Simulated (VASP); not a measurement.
# Si (Im-3m) in VASP: notebook

Runs on Si. Level: PBEsol. Tasks: single point.

Program: VASP 6.6.1. These are calculated values, not measurements. Logs are shortened: lines on timing, memory, paths and dates and some standing lists are left out, and cuts for length are marked.

## (1) The cell of the first run

It takes space group Im-3m (No. 229, cubic). The conventional cell has a = 3.054 Å, b = 3.054 Å, c = 3.054 Å, α = 90.00°, β = 90.00°, γ = 90.00°. Within 3.5 Å of Si (site symmetry m-3m) lie 14 Si at 2.65 to 3.05 Å.

## (2) Single point, PBEsol

INCAR

```
SYSTEM = Si
  ALGO = Normal
  EDIFF = 1E-6
  ENCUT = 520
  GGA = PS
  ISIF = 2
  ISMEAR = -1
  LASPH = .TRUE.
  LCHARG = .FALSE.
  LREAL = .FALSE.
  LWAVE = .FALSE.
  NBANDS = 8
  NELM = 60
  PREC = Accurate
  SIGMA = 0.1
```

KPOINTS

```
k-points
0
G
  14 14 14
  0 0 0
```

POSCAR

```
Si
1.0
   -1.5272058314      1.5272058314      1.5272058314
    1.5272058314     -1.5272058314      1.5272058314
    1.5272058314      1.5272058314     -1.5272058314
Si
1
Direct
    0.0000000000      0.0000000000      0.0000000000
```

Potentials or basis: VASP PAW PBE potentials, release 64 (Si).

The run is started by

```bash
cat potpaw_PBE.64/Si/POTCAR > POTCAR
mpirun -np 1 vasp_std > vasp.out
```

OUTCAR:

```text
SYSTEM = Si
   EDIFF = 1E-6
   ENCUT = 520
   GGA = PS
   ISIF = 2
   ISMEAR = -1
   LASPH = .TRUE.
   LREAL = .FALSE.
   NELM = 60
   PREC = Accurate

 ion  position               nearest neighbor table
   1  0.000  0.000  0.000-

  LATTYP: Found a body centered cubic cell.
 ALAT       =     3.0544116628

  Lattice vectors:

 A1 = (  -1.5272058314,   1.5272058314,   1.5272058314)
 A2 = (   1.5272058314,  -1.5272058314,   1.5272058314)
 A3 = (   1.5272058314,   1.5272058314,  -1.5272058314)

Analysis of symmetry for initial positions (statically):
=====================================================================
 Subroutine PRICEL returns:
 Original cell was already a primitive cell.

 Routine SETGRP: Setting up the symmetry group for a
 body centered cubic supercell.

 Subroutine GETGRP returns: Found 48 space group operations
 (whereof 48 operations were pure point group operations)
 out of a pool of 48 trial point group operations.

The static configuration has the point symmetry O_h .

Analysis of symmetry for dynamics (positions and initial velocities):
=====================================================================
 Subroutine PRICEL returns:
 Original cell was already a primitive cell.

 Routine SETGRP: Setting up the symmetry group for a
 body centered cubic supercell.

 Subroutine GETGRP returns: Found 48 space group operations
 (whereof 48 operations were pure point group operations)
 out of a pool of 48 trial point group operations.

The dynamic configuration has the point symmetry O_h .

 Subroutine INISYM returns: Found 48 space group operations
 (whereof 48 operations are pure point group operations),
 and found     1 'primitive' translations

----------------------------------------------------------------------------------------

                                     Primitive cell

  volume of cell :      14.2480

  direct lattice vectors                    reciprocal lattice vectors
    -1.527205831  1.527205831  1.527205831     0.000000000  0.327395293  0.327395293
     1.527205831 -1.527205831  1.527205831     0.327395293  0.000000000  0.327395293
     1.527205831  1.527205831 -1.527205831     0.327395293  0.327395293  0.000000000

  length of vectors
     2.645198094  2.645198094  2.645198094     0.463006863  0.463006863  0.463006863

  position of ions in fractional coordinates (direct lattice)
     0.000000000  0.000000000  0.000000000

  ion indices of the primitive-cell ions
[... 69 lines left out ...]
   LNONCOLLINEAR =      F non collinear calculations
   LSORBIT =      F    spin-orbit coupling
   LASPH  =      T    aspherical Exc in radial PAW
   ENCUT  =  520.0 eV  38.22 Ry    6.18 a.u.   4.92  4.92  4.92*2*pi/ulx,y,z
   NELM   =     60;   NELMIN=  2; NELMDL= -5     # of ELM steps
   EDIFF  = 0.1E-05   stopping-criterion for ELM
   LREAL  =      F    real-space projection
   EDIFFG = 0.1E-04   stopping-criterion for IOM
   NSW    =      0    number of steps for IOM
   IBRION =     -1    ionic relax: 0-MD 1-quasi-New 2-CG
   NFREE  =      0    steps in history (QN), initial steepest desc. (CG)
   ISIF   =      2    stress and relaxation
   ISYM   =      2    0-nonsym 1-usesym 2-fastsym
   POTIM  = 0.5000    time-step for ionic-motion
   TEBEG  =    0.0;   TEEND  =   0.0 temperature during run
   PSTRESS=    0.0 pullay stress
   NELECT =       4.0000    total number of electrons
   NUPDOWN=      -1.0000    fix difference up-down
   EMIN   =  10.00;   EMAX   =-10.00  energy-range for DOS
   EFERMI =   0.00;   METHOD = LEGACY
   ISMEAR =    -1;   SIGMA  =   0.10  broadening in eV -4-tet -1-fermi 0-gaus
   EFERMI_NEDOS =   21; number of points for ismear=-14 and -15
   IALGO  =     38    algorithm
   IMIX   =      4    mixing-type and parameters
     AMIX     =   0.40;   BMIX     =  1.00
     AMIX_MAG =   1.60;   BMIX_MAG =  1.00
  volume/ion in A,a.u.               =      14.25        96.15
  Fermi-wavevector in a.u.,A,eV,Ry     =   1.071957  2.025705 15.634335  1.149091
  Thomas-Fermi vector in A             =   2.207713
   LORBIT       =      0    0 simple, 1 ext, 2 COOP (PROOUT), +10 PAW based schemes
   GGA     = PS    functional components
   LHFCALC =     F    Hartree Fock is set to
   AEXX    =    0.0000 exact exchange contribution
   IVDW    =     0    specifies the selected vdW correction
   LEPSILON=     F    determine dielectric tensor
   LRPA    =     F    only Hartree local field effects (RPA)
 non-spin polarized calculation
  energy-cutoff  :      520.00
  volume of cell :       14.25
 maximum number of plane-waves:       398
   NGX =  9   NGY =  9   NGZ =  9

 number of electron       4.0000000 magnetization

 Free energy of the ion-electron system (eV)
  ---------------------------------------------------
  ext. energy  EPLUGINS =         0.00000000
  ---------------------------------------------------
  free energy    TOTEN  =        -5.36647320 eV

  energy without entropy =       -5.35460470  energy(sigma->0) =       -5.36053895

 E-fermi :  10.2390     XC(G=0): -11.3089

 val. band max:       10.0018680513   @ k =   0.2857   0.2143  -0.0000
 cond. band min:      10.2710974989   @ k =   0.5000   0.5000   0.3571
 fundamental gap:      0.2692294475
 Fermi energy:        10.2390276516

 k-point     1 :       0.0000    0.0000    0.0000
  band No.  band energies     occupation
      1      -4.2596      2.00000
      2      21.9229      0.00000
      3      21.9229      0.00000
      4      21.9229      0.00000
      5      22.8666      0.00000
      6      22.8666      0.00000
      7      22.8666      0.00000
      8      26.5757      0.00000
[... 243 lines left out ...]
 k-point    24 :       0.3571    0.2857    0.0000
  band No.  band energies     occupation
      1       5.0988      2.00000
      2       5.3396      2.00000
      3       7.3431      2.00000
      4      15.4916      0.00000
      5      23.8022      0.00000
      6      25.4756      0.00000
      7      26.3250      0.00000
      8      31.8583      0.00000

 [... further k-points ...]
[... 5 lines left out ...]
  --------------------------------------------------------------------------------------
  -------------------------------------------------------------------------------------
  Total        0.0122446      0.0122446      0.0122446      0.0000000      0.0000000     -0.0000000
  in kB        1.3768999      1.3768999      1.3768999      0.0000000      0.0000000     -0.0000000
  external PRESSURE =       1.3768999 kB  Pullay stress =       0.0000000 kB

 VOLUME and BASIS-vectors are now :
 -----------------------------------------------------------------------------
  energy-cutoff  :      520.00
  volume of cell :       14.25
      direct lattice vectors                 reciprocal lattice vectors
    -1.527205831  1.527205831  1.527205831     0.000000000  0.327395293  0.327395293
     1.527205831 -1.527205831  1.527205831     0.327395293  0.000000000  0.327395293
     1.527205831  1.527205831 -1.527205831     0.327395293  0.327395293  0.000000000

 POSITION                                       TOTAL-FORCE (eV/Angst)
 -----------------------------------------------------------------------------------
      0.00000      0.00000      0.00000         0.000000     -0.000000     -0.000000
 -----------------------------------------------------------------------------------
    total drift:                                0.000000      0.000000     -0.000000

  FREE ENERGIE OF THE ION-ELECTRON SYSTEM (eV)
  ---------------------------------------------------
  free  energy   TOTEN  =        -5.3664732018 eV

  energy  without entropy=       -5.3546047041  energy(sigma->0) =       -5.36053895
```

OSZICAR:

```text
N       E                     dE             d eps       ncg     rms          rms(c)
DAV:   1    -0.296519565971E+01   -0.29652E+01   -0.17767E+03  1824   0.383E+02
DAV:   2    -0.537670545373E+01   -0.24115E+01   -0.23147E+01  2560   0.295E+01
DAV:   3    -0.538884472448E+01   -0.12139E-01   -0.12136E-01  1864   0.226E+00
DAV:   4    -0.538885498855E+01   -0.10264E-04   -0.10264E-04  2688   0.735E-02
DAV:   5    -0.538885499122E+01   -0.26720E-08   -0.18805E-08  1888   0.649E-04    0.281E+00
DAV:   6    -0.537444609233E+01    0.14409E-01   -0.46899E-03  1768   0.291E-01    0.155E+00
DAV:   7    -0.536650656058E+01    0.79395E-02   -0.89189E-03  1792   0.401E-01    0.129E-01
DAV:   8    -0.536647287605E+01    0.33685E-04   -0.28890E-05  2320   0.420E-02    0.155E-02
DAV:   9    -0.536647320184E+01   -0.32579E-06   -0.23309E-07  2016   0.285E-03
   1 F= -.53664732E+01 E0= -.53605390E+01  d E =-.118685E-01
```

It took 6.7 s on 1 thread of Intel Xeon 8259CL, shared host; peak memory 0.12 GiB.

What came out:

```yaml
Free_energy: -5.3665 eV
Pressure: 0.1 GPa
Band_gap_on_the_k_mesh: zero (band 2 reaches 21.92 eV, above the bottom of band 3 at 6.08 eV)
```

Caveat: the PAW data sets were made with another functional, which shifts forces and pressure a little.

## (3) Single point, PBEsol (volume scaled by 0.88)

INCAR

```
PREC = Accurate
ENCUT = 520
EDIFF = 1E-7
ISMEAR = -1
SIGMA = 0.1
LREAL = False
LASPH = True
NELM = 80
ALGO = Normal
ISIF = 2
LWAVE = False
LCHARG = False
GGA = PS
NBANDS = 8
```

KPOINTS

```
regular mesh
0
Gamma
  16 16 16
```

POSCAR

```
Si
1.0
   -1.4634968692      1.4634968692      1.4634968692
    1.4634968692     -1.4634968692      1.4634968692
    1.4634968692      1.4634968692     -1.4634968692
Si
1
Direct
    0.0000000000      0.0000000000      0.0000000000
```

Potentials or basis: VASP PAW PBE potentials, release 64 (Si).

The run is started by

```bash
cat potpaw_PBE.64/Si/POTCAR > POTCAR
mpirun -np 1 vasp_std > vasp.out
```

It took 9.4 s on 1 thread of Intel Xeon 8259CL, shared host; peak memory 0.13 GiB.

Results (log left out):

```
Free energy            : -5.2739 eV
Pressure               : 17.6 GPa
Band gap on the k mesh : zero (band 2 reaches 25.25 eV, above the bottom of band 3 at 7.70 eV)
```

Levels at points of the mesh, in eV from the Fermi level:
| k point | band 1 | band 2 | band 3 | band 4 | band 5 | band 6 |
| --- | --- | --- | --- | --- | --- | --- |
| (0.00, 0.00, 0.00) | -15.69 | 13.27 | 13.27 | 13.27 | 13.53 | 13.53 |
| (0.50, 0.00, 0.00) | -7.48 | -7.27 | 6.46 | 7.71 | 9.16 | 10.97 |
| (0.50, 0.50, 0.50) | -0.52 | -0.52 | -0.52 | 1.79 | 1.79 | 2.90 |

Caveat: the PAW data sets were made with another functional, which shifts forces and pressure a little.

[end of part 1 of 2]
